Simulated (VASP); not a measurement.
Write the native input for VASP 6.6.1 that does the following.

```
Task                   : single point
Functional             : PBEsol
Potentials or basis    : VASP PAW PBE potentials, release 64 (Pb_d, Se)
Cutoff                 : 500 eV
k mesh                 : 4 × 4 × 4
Occupations            : fermi-dirac, width 0.1 eV
Spin                   : no spin polarisation
Dipole correction      : no
Further INCAR settings : ALGO = Normal; EDIFF = 1e-06; NBANDS = 17
```

The structure of PbSe lies in POSCAR:

```
PbSe
1.0
    3.7843220000      0.0000000000      0.0000000000
    0.0000000000      3.7843220000      0.0000000000
    0.0000000000      0.0000000000      3.7843220000
Pb Se
1 1
Direct
    0.0000000000      0.0000000000      0.0000000000
    0.5000000000      0.5000000000      0.5000000000
```

These files were run (other wordings do the same):

INCAR

```
PREC = Accurate
ENCUT = 500
EDIFF = 1E-6
ISMEAR = -1
SIGMA = 0.1
LREAL = F
LASPH = T
NELM = 120
ALGO = Normal
ISIF = 2
LWAVE = F
LCHARG = T
GGA = PS
LELF = T
LVHAR = T
NBANDS = 17
GGA_COMPAT = F
```

KPOINTS

```
Automatic mesh
0
Gamma
  4 4 4
```

Potentials or basis: VASP PAW PBE potentials, release 64 (Pb_d, Se).

Run with:

```console
$ cat potpaw_PBE.64/Pb_d/POTCAR potpaw_PBE.64/Se/POTCAR > POTCAR
$ mpirun -np 1 vasp_std > vasp.out
```

It gave:

```json
{
 "Pressure": "-2.4 GPa",
 "Band gap on the k mesh": "zero (band 10 reaches 5.21 eV, above the bottom of band 11 at 4.53 eV)"
}
```

Caveat: the k points lie up to 0.42 Å⁻¹ apart; the PAW data sets were made with another functional, which shifts forces and pressure a little; spin-orbit coupling is left out, which moves the levels of the heavy elements.

Wall time 11 s on 1 thread of AMD EPYC 7R13, on a shared host, peak memory 0.13 GiB.
